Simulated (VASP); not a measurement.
Write the native input for VASP 6.6.1 that does the following.

| Property | Result |
| --- | --- |
| Task | single point |
| Functional | PBE |
| Potentials or basis | VASP PAW PBE potentials, release 64 (Fe, O) |
| Cutoff | 520 eV |
| k mesh | 18 × 18 × 18 |
| Occupations | gaussian, width 0.1 eV |
| Spin | collinear spin, ferromagnetic start |
| Starting moments | [3.79, 0.35] μB |
| Dipole correction | no |
| Further INCAR settings | ALGO = Normal; EDIFF = 1e-06; NBANDS = 18 |

The structure of FeO lies in POSCAR:

```
FeO
1.0
    1.4760944537      0.8522235302      2.4110056853
   -1.4760944537      0.8522235302      2.4110056853
    0.0000000000     -1.7044470603      2.4110056854
Fe O
1 1
Direct
    0.0000000000      0.0000000000      0.0000000000
    0.5000000000      0.5000000000      0.5000000000
```

This cell differs from its parent crystal: volume scaled by 0.91, then relaxed in part.

One way to write it, as run:

INCAR

```
ALGO = Normal
EDIFF = 1E-6
ENCUT = 520
GGA = PE
ISIF = 2
ISMEAR = 0
ISPIN = 2
LASPH = T
LCHARG = F
LMAXMIX = 4
LORBIT = 11
LREAL = F
LWAVE = F
MAGMOM = 3.79 0.35
NBANDS = 18
NELM = 150
PREC = Accurate
SIGMA = 0.1
```

KPOINTS

```
k-points
0
Gamma
  18 18 18
```

Potentials or basis: VASP PAW PBE potentials, release 64 (Fe, O).

Run with:

```console
$ cat potpaw_PBE.64/Fe/POTCAR potpaw_PBE.64/O/POTCAR > POTCAR
$ mpirun -np 1 vasp_std > vasp.out
```

It gave:

```yaml
Pressure: 21.8 GPa
Band_gap_on_the_k_mesh: zero (filled and empty bands overlap)
Net_moment: 3.99 μB per cell
Site_moments: Fe +3.59; O +0.32 μB
Valence_electrons_inside_the_program's_atomic_spheres: Fe 6.91; O 5.05
```

Caveat: a cell with one magnetic atom can't hold antiferromagnetic order, which such compounds often take; semilocal functionals often make such compounds metallic where correlation or magnetic order opens a gap, which also shifts bond lengths.

Wall time 4.2 min on 1 thread of AMD EPYC 9R45 96-Core Processor (Zen 5), with other jobs on the host, peak memory 0.37 GiB.
